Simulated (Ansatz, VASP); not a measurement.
One calculation of CdS, two programs

INCAR

```
SYSTEM = CdS
PREC = Accurate ; ENCUT = 520
EDIFF = 1E-6 ; ISMEAR = 0
SIGMA = 0.01 ; LREAL = .FALSE.
LASPH = .TRUE. ; NELM = 100
ALGO = Normal ; ISIF = 2
LWAVE = .FALSE. ; LCHARG = .TRUE.
GGA = PS ; LELF = .TRUE.
LVHAR = .TRUE. ; NBANDS = 16
```

The input KPOINTS:

```
regular mesh
0
G
  7 7 7
  0 0 0
```

File POSCAR:

```
CdS
1.0
    0.0000000000      2.9830228036      2.9830228036
    2.9830228036      0.0000000000      2.9830228036
    2.9830228036      2.9830228036      0.0000000000
Cd S
1 1
Direct
    0.0000000000      0.0000000000      0.0000000000
    0.2500000000      0.2500000000      0.2500000000
```

Input for Ansatz:

```yaml
crystal:
  lattice:
    - [0.0, 2.983022803641247, 2.983022803641247]
    - [2.983022803641247, 0.0, 2.983022803641247]
    - [2.983022803641247, 2.983022803641247, 0.0]
  atoms:
    - { symbol: Cd, position: [0.0, 0.0, 0.0] }
    - { symbol: S, position: [0.25, 0.25, 0.25] }
basis:
  ecutwfc: 420.0
kpoints:
  mp_grid:
    grid: [7, 7, 7]
hamiltonian:
  xc: pbesol
scf:
  algorithm: direct_min
  lower_state_search: light
  occupations:
    method: fixed
output:
  stress: true
```

Alike in both runs: task single point; functional PBEsol; k mesh 7 × 7 × 7; no spin polarisation.

```csv
,VASP,Ansatz
version,VASP 6.6.1,Ansatz 0.2.0
potentials or method,"VASP PAW PBE potentials, release 64 (Cd, S), cutoff 520 eV","plane waves, PAW"
occupations,"gaussian, width 0.01 eV",fixed
valence electrons in the cell,18,26
```

```csv
,VASP,Ansatz,Ansatz less VASP
gap on the k mesh at the Fermi level (eV),0.86,0.86,-0.002
pressure (GPa),-3.5,-3.8,-0.29
```

VASP's potentials were made for PBE, not for PBEsol. VASP's potentials hold 18 valence electrons a cell and Ansatz's 26, so a difference there can come from the potentials and not from the codes.
